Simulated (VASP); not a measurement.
# Hg (P-1) in VASP: notebook

Hg is run at these levels: r2SCAN; tasks: single point.

Program: VASP 6.6.1. These are calculated values, not measurements. Logs are shortened: lines on timing, memory, paths and dates and some standing lists are left out, and cuts for length are marked.

## (1) The cell of the first run

The typed cell holds 2 atoms: a = 4.432 Å, b = 4.432 Å, c = 4.432 Å, α = 97.23°, β = 97.23°, γ = 138.43°.

## (2) Single point, r2SCAN

POSCAR reads:

```
Hg
1.0
   -2.9297541400      2.9297541400      1.5725525500
    2.9297541400     -2.9297541400      1.5725525500
    2.9297541400      2.9297541400     -1.5725525500
Hg
2
Direct
   -0.0007700000      0.0059980000      0.0033530000
    0.7537850000      0.2473270000      0.4840710000
```

INCAR.step1 reads:

```
SYSTEM = Hg
PREC = Accurate
ENCUT = 520
ISMEAR = -1
SIGMA = 0.05
LREAL = .False.
LASPH = .True.
NELM = 100
NBANDS = 19
GGA = PE
ALGO = Normal
EDIFF = 1E-4
LWAVE = .True.
LCHARG = .False.
```

INCAR.step2 reads:

```
SYSTEM = Hg
PREC = Accurate
ENCUT = 520
EDIFF = 1E-6
ISMEAR = -1
SIGMA = 0.05
LREAL = .False.
LASPH = .True.
NELM = 100
ALGO = Normal
ISIF = 2
LWAVE = .False.
LCHARG = .False.
METAGGA = R2SCAN
LMIXTAU = .True.
NBANDS = 19
ISTART = 1
```

KPOINTS reads:

```
regular mesh
0
Gamma
  7 7 5
  0 0 0
```

Potentials or basis: VASP PAW PBE potentials, release 64 (Hg).

The run is started by

```bash
> cat potpaw_PBE.64/Hg/POTCAR > POTCAR
> cp INCAR.step1 INCAR
> mpirun -np 1 vasp_std > vasp.out
> cp INCAR.step2 INCAR
> mpirun -np 1 vasp_std > vasp.out
```

OUTCAR:

```text
SYSTEM = Hg
   PREC = Accurate
   ENCUT = 520
   EDIFF = 1E-6
   ISMEAR = -1
   LREAL = .False.
   LASPH = .True.
   NELM = 100
   ISIF = 2
   METAGGA = R2SCAN
   ISTART = 1

 ion  position               nearest neighbor table
   1  0.999  0.006  0.003-   2 2.94   2 3.02   2 3.06   2 3.12   2 3.70   2 3.73   2 3.76   2 3.85

   2  0.754  0.247  0.484-   1 2.94   1 3.02   1 3.06   1 3.12   1 3.70   1 3.73   1 3.76   1 3.85

  LATTYP: Found a body centered tetragonal cell.
 ALAT       =     5.8595082800
 C/A-ratio  =     0.5367523945

  Lattice vectors:

 A1 = (  -2.9297541400,   2.9297541400,   1.5725525500)
 A2 = (   2.9297541400,  -2.9297541400,   1.5725525500)
 A3 = (   2.9297541400,   2.9297541400,  -1.5725525500)

Analysis of symmetry for initial positions (statically):
=====================================================================
 Subroutine PRICEL returns:
 Original cell was already a primitive cell.

 Routine SETGRP: Setting up the symmetry group for a
 body centered tetragonal supercell.

 Subroutine GETGRP returns: Found  2 space group operations
 (whereof  1 operations were pure point group operations)
 out of a pool of 16 trial point group operations.

The static configuration has the point symmetry C_1 .
 The point group associated with its full space group is S_2 .

Analysis of symmetry for dynamics (positions and initial velocities):
=====================================================================
 Subroutine PRICEL returns:
 Original cell was already a primitive cell.

 Routine SETGRP: Setting up the symmetry group for a
 body centered tetragonal supercell.

 Subroutine GETGRP returns: Found  2 space group operations
 (whereof  1 operations were pure point group operations)
 out of a pool of 16 trial point group operations.

The dynamic configuration has the point symmetry C_1 .
 The point group associated with its full space group is S_2 .

 Subroutine INISYM returns: Found  2 space group operations
 (whereof  1 operations are pure point group operations),
 and found     1 'primitive' translations

----------------------------------------------------------------------------------------

                                     Primitive cell

  volume of cell :      53.9918

[... 104 lines left out ...]
   ISPIN  =      1    spin polarized calculation?
   LNONCOLLINEAR =      F non collinear calculations
   LSORBIT =      F    spin-orbit coupling
   LASPH  =      T    aspherical Exc in radial PAW
   ENCUT  =  520.0 eV  38.22 Ry    6.18 a.u.   8.24  8.24  8.24*2*pi/ulx,y,z
   NELM   =    100;   NELMIN=  2; NELMDL=  0     # of ELM steps
   EDIFF  = 0.1E-05   stopping-criterion for ELM
   LREAL  =      F    real-space projection
   EDIFFG = 0.1E-04   stopping-criterion for IOM
   NSW    =      0    number of steps for IOM
   IBRION =     -1    ionic relax: 0-MD 1-quasi-New 2-CG
   NFREE  =      0    steps in history (QN), initial steepest desc. (CG)
   ISIF   =      2    stress and relaxation
   ISYM   =      2    0-nonsym 1-usesym 2-fastsym
   POTIM  = 0.5000    time-step for ionic-motion
   TEBEG  =    0.0;   TEEND  =   0.0 temperature during run
   PSTRESS=    0.0 pullay stress
   NELECT =      24.0000    total number of electrons
   NUPDOWN=      -1.0000    fix difference up-down
   EMIN   =  10.00;   EMAX   =-10.00  energy-range for DOS
   EFERMI =   0.00;   METHOD = LEGACY
   ISMEAR =    -1;   SIGMA  =   0.05  broadening in eV -4-tet -1-fermi 0-gaus
   EFERMI_NEDOS =   21; number of points for ismear=-14 and -15
   IALGO  =     38    algorithm
   IMIX   =      4    mixing-type and parameters
     AMIX     =   0.40;   BMIX     =  1.00
     AMIX_MAG =   1.60;   BMIX_MAG =  1.00
  volume/ion in A,a.u.               =      27.00       182.18
  Fermi-wavevector in a.u.,A,eV,Ry     =   1.249404  2.361030 21.238820  1.561009
  Thomas-Fermi vector in A             =   2.383446
   LORBIT       =      0    0 simple, 1 ext, 2 COOP (PROOUT), +10 PAW based schemes
   METAGGA = R2SCAN    functional components
   LHFCALC =     F    Hartree Fock is set to
   AEXX    =    0.0000 exact exchange contribution
   IVDW    =     0    specifies the selected vdW correction
   LEPSILON=     F    determine dielectric tensor
   LRPA    =     F    only Hartree local field effects (RPA)
 non-spin polarized calculation
  energy-cutoff  :      520.00
  volume of cell :       53.99
 maximum number of plane-waves:      1468
 NGX is ok and might be reduce to    36
   NGX = 17   NGY = 17   NGZ = 17

 number of electron      24.0000000 magnetization

 Free energy of the ion-electron system (eV)
  ---------------------------------------------------
  ext. energy  EPLUGINS =         0.00000000
  ---------------------------------------------------
  free energy    TOTEN  =       -98.68595391 eV

  energy without entropy =      -98.68200097  energy(sigma->0) =      -98.68397744

 E-fermi :   1.9684     XC(G=0): -10.6586

 val. band max:        1.9005479314   @ k =  -0.4286   0.4286   0.4000
 cond. band min:       1.9894340559   @ k =   0.4286  -0.0000   0.2000
 fundamental gap:      0.0888861245
 Fermi energy:         1.9683961298

 k-point     1 :       0.0000    0.0000    0.0000
  band No.  band energies     occupation
      1      -6.7228      2.00000
      2      -6.3287      2.00000
      3      -6.1934      2.00000
      4      -6.0344      2.00000
      5      -5.9466      2.00000
      6      -4.9207      2.00000
[... 505 lines left out ...]
      6      -5.1650      2.00000
[... 11 lines left out ...]
     18      11.7903      0.00000
     19      14.5897      0.00000

 [... further k-points ...]

------------------------ aborting loop because EDIFF is reached ----------------------------------------

  FORCE on cell =-STRESS in cart. coord.  units (eV):
  Direction    XX          YY          ZZ          XY          YZ          ZX
  --------------------------------------------------------------------------------------
  -------------------------------------------------------------------------------------
  Total        0.1150181     -0.0520154     -0.0023674     -0.0639221      0.1147343     -0.0759984
  in kB        3.4131016     -1.5435308     -0.0702508     -1.8968561      3.4046810     -2.2552118
  external PRESSURE =       0.5997733 kB  Pullay stress =       0.0000000 kB

 VOLUME and BASIS-vectors are now :
 -----------------------------------------------------------------------------
  energy-cutoff  :      520.00
  volume of cell :       53.99
      direct lattice vectors                 reciprocal lattice vectors
    -2.929754140  2.929754140  1.572552550     0.000000000  0.170662785  0.317954398
     2.929754140 -2.929754140  1.572552550     0.170662785  0.000000000  0.317954398
     2.929754140  2.929754140 -1.572552550     0.170662785  0.170662785  0.000000000

 POSITION                                       TOTAL-FORCE (eV/Angst)
 -----------------------------------------------------------------------------------
     -2.90010      2.91975      1.57550        -0.234630     -0.031500      0.016146
     -0.06559      2.90201      0.81307         0.234630      0.031500     -0.016146
 -----------------------------------------------------------------------------------
    total drift:                                0.000000      0.000001      0.000000

  FREE ENERGIE OF THE ION-ELECTRON SYSTEM (eV)
  ---------------------------------------------------
  free  energy   TOTEN  =       -98.6859539135 eV

  energy  without entropy=      -98.6820009667  energy(sigma->0) =      -98.68397744
```

OUTCAR.step1:

```text
SYSTEM = Hg
   PREC = Accurate
   ENCUT = 520
   ISMEAR = -1
   LREAL = .False.
   LASPH = .True.
[... 775 lines left out ...]
     -2.90010      2.91975      1.57550        -0.245931     -0.035284      0.016013
     -0.06559      2.90201      0.81307         0.245931      0.035284     -0.016013
 -----------------------------------------------------------------------------------
    total drift:                                0.000000      0.000001     -0.000000

  FREE ENERGIE OF THE ION-ELECTRON SYSTEM (eV)
  ---------------------------------------------------
  free  energy   TOTEN  =        -0.2919712511 eV

  energy  without entropy=       -0.2877098369  energy(sigma->0) =       -0.28984054
```

Wall time 5.6 min (1 thread of Intel Xeon Platinum 8259CL at 2.50GHz (Skylake/Cascade Lake), shared host); peak memory 0.27 GiB.

Results:

| Item | Value |
| --- | --- |
| Free energy | -98.6860 eV |
| Pressure | 0.1 GPa |
| Largest force | 0.237 eV/Å |
| Band gap on the k mesh | zero (bands 12 and 13 overlap by 3.00 eV) |

Forces in eV/Å, atoms in the order of the input:
```
Hg  -0.235 -0.032  0.016
Hg   0.235  0.032 -0.016
```

Stress tensor (GPa, compression positive):
```
 0.34 -0.19 -0.23
-0.19 -0.15  0.34
-0.23  0.34 -0.01
```

Caveat: the PAW data sets were made with another functional, which shifts forces and pressure a little; spin-orbit coupling is left out, which moves the levels of the heavy elements.

## (3) Single point, r2SCAN

POSCAR is that of step 2.

INCAR.step1 reads:

```
SYSTEM = Hg
ALGO     = Normal         ! electronic algorithm
EDIFF    = 1E-4           ! SCF threshold, eV
ENCUT    = 520            ! plane-wave cutoff, eV
GGA      = PE             ! functional
ISMEAR   = -1             ! smearing method
LASPH    = .True.         ! aspherical terms in the spheres
LCHARG   = .False.        ! write CHGCAR
LREAL    = .False.        ! projectors in reciprocal space
LWAVE    = .True.         ! write WAVECAR
NBANDS   = 19             ! bands
NELM     = 60             ! most SCF steps
PREC     = Accurate       ! precision mode
SIGMA    = 0.025          ! smearing width, eV
```

INCAR.step2 reads:

```
SYSTEM = Hg
ALGO     = Normal         ! electronic algorithm
EDIFF    = 1E-6           ! SCF threshold, eV
ENCUT    = 520            ! plane-wave cutoff, eV
ISIF     = 2              ! what is computed and relaxed
ISMEAR   = -1             ! smearing method
ISTART   = 1            
LASPH    = .True.         ! aspherical terms in the spheres
LCHARG   = .False.        ! write CHGCAR
LMIXTAU  = .True.       
LREAL    = .False.        ! projectors in reciprocal space
LWAVE    = .False.        ! write WAVECAR
METAGGA  = R2SCAN         ! meta-GGA
NBANDS   = 19             ! bands
NELM     = 60             ! most SCF steps
PREC     = Accurate       ! precision mode
SIGMA    = 0.025          ! smearing width, eV
```

KPOINTS reads:

```
k-points
0
Gamma
  7 7 5
  0 0 0
```

Potentials or basis: VASP PAW PBE potentials, release 64 (Hg).

The run is started by

```bash
> cat potpaw_PBE.64/Hg/POTCAR > POTCAR
> cp INCAR.step1 INCAR
> mpirun -np 1 vasp_std > vasp.out
> cp INCAR.step2 INCAR
> mpirun -np 1 vasp_std > vasp.out
```

Run time: 7.3 min. Hardware: 1 thread of Intel Xeon Platinum 8259CL at 2.50GHz (Skylake/Cascade Lake), shared host; peak memory 0.27 GiB.

Results (log left out):

- Free energy: -98.6847 eV
- Pressure: 0.0 GPa
- Largest force: 0.238 eV/Å
- Band gap on the k mesh: zero (bands 12 and 13 overlap by 3.00 eV)

Forces on the atoms (eV/Å):
```
Hg  -0.235 -0.032  0.015
Hg   0.235  0.032 -0.015
```

Stress tensor (GPa, compression positive):
```
 0.38 -0.20 -0.22
-0.20 -0.14  0.37
-0.22  0.37 -0.12
```

Levels at points of the mesh, in eV from the Fermi level:
```csv
k point,band 10,band 11,band 12,band 13,band 14,band 15
"(0.00, 0.00, 0.00)",-6.45,-6.01,0.97,1.85,1.87,7.83
```

Caveat: the PAW data sets were made with another functional, which shifts forces and pressure a little; spin-orbit coupling is left out, which moves the levels of the heavy elements.

## (4) Single point, r2SCAN

POSCAR is that of step 3.

INCAR.step1 reads:

```
SYSTEM = Hg
ALGO = Normal
EDIFF = 1E-4
ENCUT = 520
GGA = PE
ISMEAR = -1
LASPH = .True.
LCHARG = .False.
LREAL = .False.
LWAVE = .True.
NBANDS = 19
NELM = 80
PREC = Accurate
SIGMA = 0.01
```

INCAR.step2 reads:

```
SYSTEM = Hg
ALGO = Normal
EDIFF = 1E-7
ENCUT = 520
ISIF = 2
ISMEAR = -1
ISTART = 1
LASPH = .True.
LCHARG = .False.
LMIXTAU = .True.
LREAL = .False.
LWAVE = .False.
METAGGA = R2SCAN
NBANDS = 19
NELM = 80
PREC = Accurate
SIGMA = 0.01
```

KPOINTS is that of step 3.

The run is started by

```bash
> cat potpaw_PBE.64/Hg/POTCAR > POTCAR
> cp INCAR.step1 INCAR
> mpirun -np 1 vasp_std > vasp.out
> cp INCAR.step2 INCAR
> mpirun -np 1 vasp_std > vasp.out
```

Run time: 9.7 min. Hardware: 1 thread of Intel Xeon Platinum 8259CL at 2.50GHz (Skylake/Cascade Lake), shared host; peak memory 0.28 GiB.

The run converged. Its results:

| Quantity | Value |
| --- | --- |
| Free energy | -98.6844 eV |
| Pressure | 0.0 GPa |
| Largest force | 0.238 eV/Å |
| Band gap on the k mesh | zero (bands 12 and 13 overlap by 3.00 eV) |

Forces in eV/Å, atoms in the order of the input:
```
Hg  -0.236 -0.032  0.013
Hg   0.236  0.032 -0.013
```

Stress tensor (GPa, compression positive):
```
 0.40 -0.20 -0.24
-0.20 -0.14  0.39
-0.24  0.39 -0.14
```

Levels at points of the mesh, in eV from the Fermi level:
```
           k point  band 10  band 11  band 12  band 13  band 14  band 15
(0.00, 0.00, 0.00)    -6.46    -6.02     0.96     1.84     1.86     7.82
```

Caveat: the PAW data sets were made with another functional, which shifts forces and pressure a little; spin-orbit coupling is left out, which moves the levels of the heavy elements.

## (5) Single point, r2SCAN

POSCAR is that of step 4.

INCAR.step1 reads:

```
ALGO = Normal
EDIFF = 1E-4
ENCUT = 520
GGA = PE
ISMEAR = -1
LASPH = True
LCHARG = False
LREAL = False
LWAVE = True
NBANDS = 19
NELM = 100
PREC = Accurate
SIGMA = 0.005
```

INCAR.step2 reads:

```
ALGO = Normal
EDIFF = 1E-7
ENCUT = 520
ISIF = 2
ISMEAR = -1
ISTART = 1
LASPH = True
LCHARG = False
LMIXTAU = True
LREAL = False
LWAVE = False
METAGGA = R2SCAN
NBANDS = 19
NELM = 100
PREC = Accurate
SIGMA = 0.005
```

KPOINTS reads:

```
k-points
0
Gamma
  7 7 5
```

The run is started by

```bash
> cat potpaw_PBE.64/Hg/POTCAR > POTCAR
> cp INCAR.step1 INCAR
> mpirun -np 1 vasp_std > vasp.out
> cp INCAR.step2 INCAR
> mpirun -np 1 vasp_std > vasp.out
```

It took 6.9 min on 1 thread of Intel Xeon Platinum 8259CL at 2.50GHz (Skylake/Cascade Lake), shared host; peak memory 0.27 GiB.

The run converged. Its results:

```yaml
Free_energy: -98.6843 eV
Pressure: 0.0 GPa
Largest_force: 0.238 eV/Å
Band_gap_on_the_k_mesh: zero (bands 12 and 13 overlap by 3.00 eV)
```

Forces on the atoms (eV/Å):
```
Hg  -0.236 -0.032  0.012
Hg   0.236  0.032 -0.012
```

Stress tensor (GPa, compression positive):
```
 0.40 -0.20 -0.24
-0.20 -0.14  0.39
-0.24  0.39 -0.14
```

Levels at points of the mesh, in eV from the Fermi level:
| k point | band 9 | band 10 | band 11 | band 12 | band 13 | band 14 | band 15 | band 16 |
| --- | --- | --- | --- | --- | --- | --- | --- | --- |
| (0.00, 0.00, 0.00) | -6.84 | -6.46 | -6.02 | 0.96 | 1.84 | 1.86 | 7.82 | 11.07 |

Caveat: the PAW data sets were made with another functional, which shifts forces and pressure a little; spin-orbit coupling is left out, which moves the levels of the heavy elements.

## (6) The runs side by side

| smearing | gap on the mesh (eV) | pressure (GPa) | largest force (eV/Å) |
| --- | --- | --- | --- |
| fermi-dirac 0.05 eV | none | 0.1 | 0.24 |
| fermi-dirac 0.025 eV | none | 0.0 | 0.24 |
| fermi-dirac 0.01 eV | none | 0.0 | 0.24 |
| fermi-dirac 0.005 eV | none | 0.0 | 0.24 |

Alike in all rows: task single point; level r2SCAN; potentials or basis VASP PAW PBE potentials, release 64 (Hg); no spin polarisation; cell as given; k mesh 7 × 7 × 5; cutoff (eV) 520.

Caveats: the PAW data sets were made with another functional, which shifts forces and pressure a little; spin-orbit coupling is left out, which moves the levels of the heavy elements.

Absolute energies hang on the potentials; compare differences alone.

The gap in the log of VASP goes by the Fermi energy; the results here count the filled bands.